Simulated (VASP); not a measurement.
# SnO2 (P4_2/mnm) in VASP: notebook

The runs below take SnO2 through single point, relaxation of cell and atoms, with PBE.

All numbers are computed with VASP 6.6.1; they aren't measurements. Logs are shortened: lines on timing, memory, paths and dates and some standing lists are left out, and cuts for length are marked.

## 1. The cell of the first run

It takes space group P4_2/mnm (No. 136, tetragonal). Conventional cell: a = 4.827 Å, b = 4.827 Å, c = 3.238 Å, α = 90.00°, β = 90.00°, γ = 90.00°. Within 2.8 Å of Sn (site symmetry mmm) lie 6 O at 2.09 Å. O (site symmetry m2m) has 3 Sn at 2.09 Å and 1 O at 2.64 Å within 2.8 Å.

## 2. Single point, PBE

INCAR reads:

```
PREC = Accurate
ENCUT = 520
EDIFF = 1E-6
ISMEAR = 0
SIGMA = 0.02
LREAL = False
LASPH = True
NELM = 80
ALGO = Normal
ISIF = 2
LWAVE = False
LCHARG = False
GGA = PE
NBANDS = 35
```

KPOINTS reads:

```
regular mesh
0
Gamma
  6 6 8
```

POSCAR reads:

```
SnO2
1.0
    4.8271903445      0.0000000000      0.0000000000
    0.0000000000      4.8271903445      0.0000000000
    0.0000000000      0.0000000000      3.2381522549
Sn O
2 4
Direct
    0.5000000000      0.5000000000      0.5000000000
    0.0000000000      0.0000000000      0.0000000000
    0.1934234769      0.8065765231      0.5000000000
    0.8065765231      0.1934234769      0.5000000000
    0.3065765231      0.3065765231      0.0000000000
    0.6934234769      0.6934234769      0.0000000000
```

Potentials or basis: VASP PAW PBE potentials, release 64 (Sn_d, O).

The run is started by

```sh
$ cat potpaw_PBE.64/Sn_d/POTCAR potpaw_PBE.64/O/POTCAR > POTCAR
$ mpirun -np 1 vasp_std > vasp.out
```

OUTCAR:

```text
PREC = Accurate
   ENCUT = 520
   EDIFF = 1E-6
   ISMEAR = 0
   LREAL = False
   LASPH = True
   NELM = 80
   ISIF = 2
   GGA = PE

 ion  position               nearest neighbor table
   1  0.500  0.500  0.500-   5 2.09   6 2.09   5 2.09   6 2.09   3 2.09   4 2.09
   2  0.000  0.000  0.000-   3 2.09   4 2.09   3 2.09   4 2.09   5 2.09   6 2.09
   3  0.193  0.807  0.500-   2 2.09   2 2.09   1 2.09
   4  0.807  0.193  0.500-   2 2.09   2 2.09   1 2.09
   5  0.307  0.307  0.000-   1 2.09   1 2.09   2 2.09
   6  0.693  0.693  0.000-   1 2.09   1 2.09   2 2.09

  LATTYP: Found a simple tetragonal cell.
 ALAT       =     4.8271903445
 C/A-ratio  =     0.6708151168

  Lattice vectors:

 A1 = (   4.8271903445,   0.0000000000,   0.0000000000)
 A2 = (   0.0000000000,   4.8271903445,   0.0000000000)
 A3 = (   0.0000000000,   0.0000000000,   3.2381522549)

Analysis of symmetry for initial positions (statically):
=====================================================================
 Subroutine PRICEL returns:
 Original cell was already a primitive cell.

 Routine SETGRP: Setting up the symmetry group for a
 simple tetragonal supercell.

 Subroutine GETGRP returns: Found 16 space group operations
 (whereof  8 operations were pure point group operations)
 out of a pool of 16 trial point group operations.

The static configuration has the point symmetry D_2h.
 The point group associated with its full space group is D_4h.

Analysis of symmetry for dynamics (positions and initial velocities):
=====================================================================
 Subroutine PRICEL returns:
 Original cell was already a primitive cell.

 Routine SETGRP: Setting up the symmetry group for a
 simple tetragonal supercell.

 Subroutine GETGRP returns: Found 16 space group operations
 (whereof  8 operations were pure point group operations)
 out of a pool of 16 trial point group operations.

The dynamic configuration has the point symmetry D_2h.
 The point group associated with its full space group is D_4h.

 Subroutine INISYM returns: Found 16 space group operations
 (whereof  8 operations are pure point group operations),
 and found     1 'primitive' translations

----------------------------------------------------------------------------------------

                                     Primitive cell

  volume of cell :      75.4547

  direct lattice vectors                    reciprocal lattice vectors
     4.827190344  0.000000000  0.000000000     0.207159844  0.000000000  0.000000000
     0.000000000  4.827190344  0.000000000     0.000000000  0.207159844  0.000000000
     0.000000000  0.000000000  3.238152255     0.000000000  0.000000000  0.308818092

  length of vectors
     4.827190344  4.827190344  3.238152255     0.207159844  0.207159844  0.308818092

  position of ions in fractional coordinates (direct lattice)
     0.500000000  0.500000000  0.500000000
     0.000000000  0.000000000  0.000000000
     0.193423477  0.806576523  0.500000000
     0.806576523  0.193423477  0.500000000
     0.306576523  0.306576523  0.000000000
     0.693423477  0.693423477  0.000000000

  ion indices of the primitive-cell ions
   primitive index   ion index
                 1           1
                 2           2
                 3           3
                 4           4
                 5           5
                 6           6

----------------------------------------------------------------------------------------

 KPOINTS: regular mesh

Automatic generation of k-mesh.
 Grid dimensions read from file:
 generate k-points for:    6    6    8

 Generating k-lattice:

  Cartesian coordinates                     Fractional coordinates (reciprocal lattice)
     0.034526641  0.000000000  0.000000000     0.166666667  0.000000000  0.000000000
     0.000000000  0.034526641  0.000000000     0.000000000  0.166666667  0.000000000
     0.000000000  0.000000000  0.038602261     0.000000000  0.000000000  0.125000000

  Length of vectors
     0.034526641  0.034526641  0.038602261

  Shift w.r.t. Gamma in fractional coordinates (k-lattice)
     0.000000000  0.000000000  0.000000000

 Subroutine IBZKPT returns following result:
 ===========================================

 Found     50 irreducible k-points:

 Following reciprocal coordinates:
            Coordinates               Weight
  0.000000  0.000000  0.000000      1.000000
  0.166667  0.000000  0.000000      4.000000
  0.333333  0.000000  0.000000      4.000000
  0.500000  0.000000  0.000000      2.000000
  0.166667  0.166667  0.000000      4.000000
  0.333333  0.166667  0.000000      8.000000
[... 16 lines left out ...]
  0.333333  0.000000  0.250000      8.000000
  0.500000  0.000000  0.250000      4.000000
 [... further k-points ...]
   k-points           NKPTS =     50   k-points in BZ     NKDIM =     50   number of bands    NBANDS=     35
   number of dos      NEDOS =    301   number of ions     NIONS =      6
[... 28 lines left out ...]
   NUPDOWN=      -1.0000    fix difference up-down
   EMIN   =  10.00;   EMAX   =-10.00  energy-range for DOS
   EFERMI =   0.00;   METHOD = LEGACY
   ISMEAR =     0;   SIGMA  =   0.02  broadening in eV -4-tet -1-fermi 0-gaus
   EFERMI_NEDOS =   21; number of points for ismear=-14 and -15
   IALGO  =     38    algorithm
   IMIX   =      4    mixing-type and parameters
     AMIX     =   0.40;   BMIX     =  1.00
     AMIX_MAG =   1.60;   BMIX_MAG =  1.00
  volume/ion in A,a.u.               =      12.58        84.87
  Fermi-wavevector in a.u.,A,eV,Ry     =   1.446041  2.732621 28.450248  2.091034
  Thomas-Fermi vector in A             =   2.564154
   LORBIT       =      0    0 simple, 1 ext, 2 COOP (PROOUT), +10 PAW based schemes
   GGA     = PE    functional components
   LHFCALC =     F    Hartree Fock is set to
   AEXX    =    0.0000 exact exchange contribution
   IVDW    =     0    specifies the selected vdW correction
   LEPSILON=     F    determine dielectric tensor
   LRPA    =     F    only Hartree local field effects (RPA)
 non-spin polarized calculation
 Gauss-broadening in eV      SIGMA  =   0.02
  energy-cutoff  :      520.00
  volume of cell :       75.45
 maximum number of plane-waves:      2068
 NGX is ok and might be reduce to    36

 number of electron      52.0000002 magnetization

 Free energy of the ion-electron system (eV)
  ---------------------------------------------------
  ext. energy  EPLUGINS =         0.00000000
  ---------------------------------------------------
  free energy    TOTEN  =       -37.31095963 eV

  energy without entropy =      -37.31095963  energy(sigma->0) =      -37.31095963

 E-fermi :   5.6707     XC(G=0): -10.9765

 val. band max:        5.5324158451   @ k =   0.0000   0.0000   0.0000
 cond. band min:       6.2021623892   @ k =   0.0000   0.0000   0.0000
 fundamental gap:      0.6697465441
 Fermi energy:         5.6707459462

 k-point     1 :       0.0000    0.0000    0.0000
  band No.  band energies     occupation
      1     -15.5032      2.00000
      2     -14.8386      2.00000
      3     -14.6454      2.00000
      4     -14.6182      2.00000
      5     -14.6182      2.00000
      6     -14.5525      2.00000
[... 27 lines left out ...]
     34      17.0162      0.00000
     35      17.7909      0.00000

 k-point     2 :       0.1667    0.0000    0.0000
  band No.  band energies     occupation
      1     -15.4658      2.00000
      2     -14.8805      2.00000
      3     -14.6446      2.00000
      4     -14.6167      2.00000
      5     -14.6166      2.00000
      6     -14.5810      2.00000
[... 27 lines left out ...]
     34      17.1173      0.00000
     35      17.7902      0.00000

 k-point     3 :       0.3333    0.0000    0.0000
  band No.  band energies     occupation
      1     -15.3578      2.00000
      2     -15.0138      2.00000
      3     -14.6419      2.00000
      4     -14.6189      2.00000
      5     -14.6137      2.00000
      6     -14.6135      2.00000
[... 27 lines left out ...]
     34      17.4782      0.00000
     35      17.7713      0.00000
[... 723 lines left out ...]
 k-point    23 :       0.3333    0.0000    0.2500
  band No.  band energies     occupation
      1     -15.2625      2.00000
      2     -15.1405      2.00000
      3     -14.8595      2.00000
      4     -14.6775      2.00000
      5     -14.5525      2.00000
      6     -14.5457      2.00000
[... 27 lines left out ...]
     34      17.4125      0.00000
     35      17.7620      0.00000

 k-point    24 :       0.5000    0.0000    0.2500
  band No.  band energies     occupation
      1     -15.2197      2.00000
      2     -15.2197      2.00000
      3     -14.7549      2.00000
      4     -14.7549      2.00000
      5     -14.5482      2.00000
      6     -14.5482      2.00000
[... 27 lines left out ...]
     34      17.5194      0.00000
     35      17.8020      0.00000

 [... further k-points ...]
[... 5 lines left out ...]
  --------------------------------------------------------------------------------------
  -------------------------------------------------------------------------------------
  Total        0.2499455      0.2499455      0.3844602     -0.0000000      0.0000000      0.0000000
  in kB        5.3072538      5.3072538      8.1634892     -0.0000000      0.0000000      0.0000000
  external PRESSURE =       6.2593323 kB  Pullay stress =       0.0000000 kB

 VOLUME and BASIS-vectors are now :
 -----------------------------------------------------------------------------
  energy-cutoff  :      520.00
  volume of cell :       75.45
      direct lattice vectors                 reciprocal lattice vectors
     4.827190344  0.000000000  0.000000000     0.207159844  0.000000000  0.000000000
     0.000000000  4.827190344  0.000000000     0.000000000  0.207159844  0.000000000
     0.000000000  0.000000000  3.238152255     0.000000000  0.000000000  0.308818092

 POSITION                                       TOTAL-FORCE (eV/Angst)
 -----------------------------------------------------------------------------------
      2.41360      2.41360      1.61908         0.000000     -0.000000     -0.000000
      0.00000      0.00000      0.00000         0.000000     -0.000000     -0.000000
      0.93369      3.89350      1.61908         0.011732     -0.011732     -0.000000
      3.89350      0.93369      1.61908        -0.011732      0.011732     -0.000000
      1.47990      1.47990      0.00000        -0.011732     -0.011732     -0.000000
      3.34729      3.34729      0.00000         0.011732      0.011732      0.000000
 -----------------------------------------------------------------------------------
    total drift:                                0.000000      0.000000     -0.000000

  FREE ENERGIE OF THE ION-ELECTRON SYSTEM (eV)
  ---------------------------------------------------
  free  energy   TOTEN  =       -37.3109596332 eV

  energy  without entropy=      -37.3109596332  energy(sigma->0) =      -37.31095963
```

Run time: 97 s. Hardware: 1 thread of Intel Xeon Platinum 8375C at 2.90GHz (Ice Lake), shared host; peak memory 0.24 GiB.

Results:

```
Free energy            : -37.3110 eV
Pressure               : 0.6 GPa
Largest force          : 0.017 eV/Å
Band gap on the k mesh : 0.67 eV, direct
```

Forces on the atoms (eV/Å):
```
Sn   0.000  0.000  0.000
Sn   0.000  0.000  0.000
O    0.012 -0.012  0.000
O   -0.012  0.012  0.000
O   -0.012 -0.012  0.000
O    0.012  0.012  0.000
```

Levels at points of the mesh, in eV from the valence-band top:
```tsv
k point	band 23	band 24	band 25	band 26	band 27	band 28	band 29	band 30
(0.00, 0.00, 0.00)	-1.26	-0.74	-0.74	0.00	0.67	5.69	6.06	6.06
(0.50, 0.00, 0.00)	-1.21	-1.21	-0.61	-0.61	3.88	3.88	6.81	6.81
(0.50, 0.50, 0.00)	-1.33	-1.33	-0.85	-0.85	4.27	4.27	7.15	7.15
(0.00, 0.00, 0.50)	-1.53	-1.53	-1.18	-1.18	5.59	5.59	9.36	9.36
(0.50, 0.00, 0.50)	-1.02	-1.02	-0.75	-0.75	5.85	5.85	7.61	7.61
(0.50, 0.50, 0.50)	-0.92	-0.92	-0.78	-0.78	4.35	4.35	8.61	8.61
```

Caveat: spin-orbit coupling is left out, which moves the levels of the heavy elements.

## 3. Relaxation of cell and atoms, PBE

This run uses another cell than the first one, of 12.14 Å³/atom, 0.965 times its volume.

INCAR reads:

```
PREC = Accurate
ENCUT = 600
EDIFF = 1E-6
ISMEAR = 0
SIGMA = 0.02
LREAL = False
LASPH = True
NELM = 60
ALGO = Normal
ISIF = 3
LWAVE = False
LCHARG = False
GGA = PE
IBRION = 2
NSW = 100
EDIFFG = -0.005
```

KPOINTS is that of step 2.

POSCAR reads:

```
SnO2
1.0
    4.7648180450      0.0000000000      0.0000000000
    0.0000000000      4.7648180450      0.0000000000
    0.0000000000      0.0000000000      3.2074997700
Sn O
2 4
Direct
    0.5000000000      0.5000000000      0.5000000000
    0.0000000000      0.0000000000      0.0000000000
    0.1940277000      0.8059723000      0.5000000000
    0.8059723000      0.1940277000      0.5000000000
    0.3059723000      0.3059723000      0.0000000000
    0.6940277000      0.6940277000      0.0000000000
```

Potentials or basis: VASP PAW PBE potentials, release 64 (Sn_d, O).

The run is started by

```sh
$ cat potpaw_PBE.64/Sn_d/POTCAR potpaw_PBE.64/O/POTCAR > POTCAR
$ mpirun -np 1 vasp_std > vasp.out
```

Run time: 12 min. Hardware: 1 thread of Intel Xeon Platinum 8375C at 2.90GHz (Ice Lake), shared host; peak memory 0.28 GiB.

The run converged. Its results:

```yaml
Free_energy: -37.3147 eV
Relaxed_volume: 12.61 Å³/atom
Relaxed_cell: a = 4.830 Å, b = 4.830 Å, c = 3.242 Å, α = 90.00°, β = 90.00°, γ = 90.00°
Space_group_after_relaxing_to_0.05_Å: P4_2/mnm (No. 136)
Energy_gained_by_relaxing: 10.1 meV/atom
Ionic_steps: 13
Pressure_after_relaxing: 0.0 GPa
Band_gap_on_the_k_mesh: 0.64 eV, direct
```

Forces in eV/Å, atoms in the order of the input:
```
Sn   0.000  0.000  0.000
Sn   0.000  0.000  0.000
O    0.001 -0.001  0.000
O   -0.001  0.001  0.000
O   -0.001 -0.001  0.000
O    0.001  0.001  0.000
```

Step by step:
| step | energy change (eV) | largest force (eV/Å) | pressure (GPa) | volume (Å³) |
| --- | --- | --- | --- | --- |
| 1 | 0.0000 | 0.0408 | 7.28 | 72.82 |
| 2 | 0.0188 | 0.2360 | -7.02 | 78.79 |
| 3 | -0.0587 | 0.1010 | 0.01 | 75.51 |
| 4 | -0.0587 | 0.0984 | 0.14 | 75.45 |
| 5 | -0.0605 | 0.0096 | 0.10 | 75.57 |
| 6 | -0.0605 | 0.0110 | 0.08 | 75.59 |
| 7 | -0.0605 | 0.0116 | 0.09 | 75.60 |
| 8 | -0.0605 | 0.0165 | 0.07 | 75.60 |
| 9 | -0.0606 | 0.0061 | -0.06 | 75.67 |
| 10 | -0.0606 | 0.0075 | -0.03 | 75.66 |
| 11 | -0.0606 | 0.0066 | -0.02 | 75.67 |
| 12 | -0.0606 | 0.0059 | -0.03 | 75.67 |
| 13 | -0.0606 | 0.0020 | 0.04 | 75.64 |

Final structure:
```
CELL_PARAMETERS angstrom
4.83042 0.00000 0.00000
0.00000 4.83042 0.00000
0.00000 0.00000 3.24195
ATOMIC_POSITIONS crystal
Sn 0.50000 0.50000 0.50000
Sn 0.00000 0.00000 0.00000
O 0.19345 0.80655 0.50000
O 0.80655 0.19345 0.50000
O 0.30655 0.30655 0.00000
O 0.69345 0.69345 0.00000
```

Levels at points of the mesh, in eV from the valence-band top:
| k point | band 24 | band 25 | band 26 | band 27 | band 28 | band 29 |
| --- | --- | --- | --- | --- | --- | --- |
| (0.00, 0.00, 0.00) | -0.74 | -0.74 | 0.00 | 0.64 | 5.66 | 6.04 |
| (0.50, 0.00, 0.00) | -1.21 | -0.60 | -0.60 | 3.85 | 3.85 | 6.79 |
| (0.50, 0.50, 0.00) | -1.33 | -0.85 | -0.85 | 4.24 | 4.24 | 7.13 |
| (0.00, 0.00, 0.50) | -1.52 | -1.18 | -1.18 | 5.56 | 5.56 | 9.34 |
| (0.50, 0.00, 0.50) | -1.01 | -0.75 | -0.75 | 5.82 | 5.82 | 7.59 |
| (0.50, 0.50, 0.50) | -0.91 | -0.78 | -0.78 | 4.32 | 4.32 | 8.60 |

Caveat: spin-orbit coupling is left out, which moves the levels of the heavy elements.

## 4. Single point, PBE

This run uses another cell than the first one: it holds 24 atoms, not 6.

INCAR reads:

```
PREC = Accurate ; ENCUT = 520
EDIFF = 1E-6 ; ISMEAR = 0
SIGMA = 0.01 ; LREAL = Auto
LASPH = T ; NELM = 80
ALGO = Normal ; ISIF = 2
LWAVE = F ; LCHARG = F
GGA = PE ; NBANDS = 122
```

KPOINTS reads:

```
Automatic mesh
0
Gamma
  3 3 3
```

POSCAR reads:

```
SnO2
1.0
   -4.8271903445     -4.8271903445      0.0000000000
   -4.8271903445      4.8271903445      0.0000000000
    4.8271903445      0.0000000000     -6.4763045098
Sn O
8 16
Direct
    0.1250000000      0.6250000000      0.2500000000
    0.8750000000      0.3750000000      0.7500000000
    0.6250000000      0.1250000000      0.2500000000
    0.3750000000      0.8750000000      0.7500000000
    0.7500000000      0.7500000000      0.5000000000
    0.5000000000      0.5000000000      0.0000000000
    0.2500000000      0.2500000000      0.5000000000
    1.0000000000      1.0000000000      0.0000000000
    0.1250000000      0.9315765231      0.2500000000
    0.8750000000      0.6815765231      0.7500000000
    0.6250000000      0.4315765231      0.2500000000
    0.3750000000      0.1815765231      0.7500000000
    0.1250000000      0.3184234769      0.2500000000
    0.8750000000      0.0684234769      0.7500000000
    0.6250000000      0.8184234769      0.2500000000
    0.3750000000      0.5684234769      0.7500000000
    0.4434234769      0.7500000000      0.5000000000
    0.1934234769      0.5000000000      0.0000000000
    0.9434234769      0.2500000000      0.5000000000
    0.6934234769      0.0000000000      0.0000000000
    0.0565765231      0.7500000000      0.5000000000
    0.8065765231      0.5000000000      0.0000000000
    0.5565765231      0.2500000000      0.5000000000
    0.3065765231      0.0000000000      0.0000000000
```

The run is started by

```sh
$ cat potpaw_PBE.64/Sn_d/POTCAR potpaw_PBE.64/O/POTCAR > POTCAR
$ mpirun -np 1 vasp_std > vasp.out
```

Run time: 8.5 min. Hardware: 1 thread of Intel Xeon 6975P-C, shared host; peak memory 0.48 GiB.

It converged, with:

* Free energy: -149.2623 eV
* Pressure: 0.6 GPa
* Largest force: 0.017 eV/Å
* Band gap on the k mesh: 0.67 eV

Forces on the atoms (eV/Å):
```
Sn   0.000  0.000  0.000
Sn   0.000  0.000  0.000
Sn   0.000  0.000  0.000
Sn   0.000  0.000  0.000
Sn   0.000  0.000  0.000
Sn   0.000  0.000  0.000
Sn   0.000  0.000  0.000
Sn   0.000  0.000  0.000
O    0.012 -0.012  0.000
O    0.012 -0.012  0.000
O    0.012 -0.012  0.000
O    0.012 -0.012  0.000
O   -0.012  0.012  0.000
O   -0.012  0.012  0.000
O   -0.012  0.012  0.000
O   -0.012  0.012  0.000
O   -0.012 -0.012  0.000
O   -0.012 -0.012  0.000
O   -0.012 -0.012  0.000
O   -0.012 -0.012  0.000
O    0.012  0.012  0.000
O    0.012  0.012  0.000
O    0.012  0.012  0.000
O    0.012  0.012  0.000
```

Stress tensor (GPa, compression positive):
```
0.51 0.00 0.00
0.00 0.51 0.00
0.00 0.00 0.74
```

Levels at points of the mesh, in eV from the valence-band top:
| k point | band 101 | band 102 | band 103 | band 104 | band 105 | band 106 | band 107 | band 108 |
| --- | --- | --- | --- | --- | --- | --- | --- | --- |
| (0.00, 0.00, 0.00) | -0.82 | -0.74 | -0.74 | 0.00 | 0.67 | 4.57 | 4.57 | 4.57 |

Caveat: spin-orbit coupling is left out, which moves the levels of the heavy elements. Expect the measured gap to be larger: semilocal functionals such as PBE lack the derivative discontinuity.

## 5. The runs side by side

| task | cell | k mesh | cutoff (eV) | smearing | gap on the mesh (eV) | pressure (GPa) | largest force (eV/Å) |
| --- | --- | --- | --- | --- | --- | --- | --- |
| single point | a = 4.827, b = 4.827, c = 3.238 Å, 6 atoms | 6 × 6 × 8 | 520 | gaussian 0.02 eV | 0.67 | 0.6 | 0.02 |
| relaxation of cell and atoms | relaxed from a = 4.765, b = 4.765, c = 3.207 Å, 6 atoms | 6 × 6 × 8 | 600 | gaussian 0.02 eV | 0.64 | 0.0 | - |
| single point | a = 6.827, b = 6.827, c = 8.077 Å, angles 115.0, 115.0, 90.0°, 24 atoms | 3 × 3 × 3 | 520 | gaussian 0.01 eV | 0.67 | 0.6 | 0.02 |

Alike in all rows: level PBE; potentials or basis VASP PAW PBE potentials, release 64 (Sn_d, O); no spin polarisation.

Caveats: spin-orbit coupling is left out, which moves the levels of the heavy elements.

Total energies depend on the potentials used, so only differences within one code and one set of settings carry meaning.
